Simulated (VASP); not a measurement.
**GaS2: single point with PBE**

GaS2:

```xyz
3
Lattice="3.9111 0.0000 0.0000 -1.9556 3.3871 0.0000 0.0000 0.0000 4.2230" Properties=species:S:1:pos:R:3 pbc="T T T"
Ga    0.0000    0.0000    0.0000
S     0.0000    2.2581    2.1115
S     1.9556    1.1290    2.1115
```

| Property | Result |
| --- | --- |
| Program | VASP 6.6.1 |
| Task | single point |
| Functional | PBE |
| Potentials or basis | VASP PAW PBE potentials, release 64 (Ga_d, S) |
| Cutoff | 520 eV |
| k mesh | 6 × 6 × 4 |
| Occupations | gaussian, width 0.1 eV |
| Spin | no spin polarisation |
| Dipole correction | no |
| Further INCAR settings | ALGO = Normal; EDIFF = 1e-06; NBANDS = 20 |

- Pressure: 10.4 GPa

Stress tensor (GPa, compression positive):
```
14.91  0.00  0.00
 0.00 14.91  0.00
 0.00  0.00  1.50
```

Levels at points of the mesh, in eV from the Fermi level:
| k point | band 11 | band 12 | band 13 | band 14 | band 15 | band 16 |
| --- | --- | --- | --- | --- | --- | --- |
| (0.00, 0.00, 0.00) | -4.88 | -1.27 | -1.27 | 0.79 | 4.64 | 6.41 |
| (0.50, 0.00, 0.00) | -2.36 | -1.48 | 0.46 | 2.54 | 3.42 | 3.51 |
| (0.00, 0.00, 0.50) | -0.74 | -0.74 | -0.15 | 0.20 | 2.57 | 4.32 |
| (0.50, 0.00, 0.50) | -4.40 | -1.09 | 2.05 | 2.61 | 3.56 | 3.89 |

It took 10 s on 1 thread of Intel(R) Xeon(R) 6975P-C (Granite Rapids), with other jobs on the host, peak memory 0.17 GiB.

Caveat: the k points lie up to 0.37 Å⁻¹ apart.
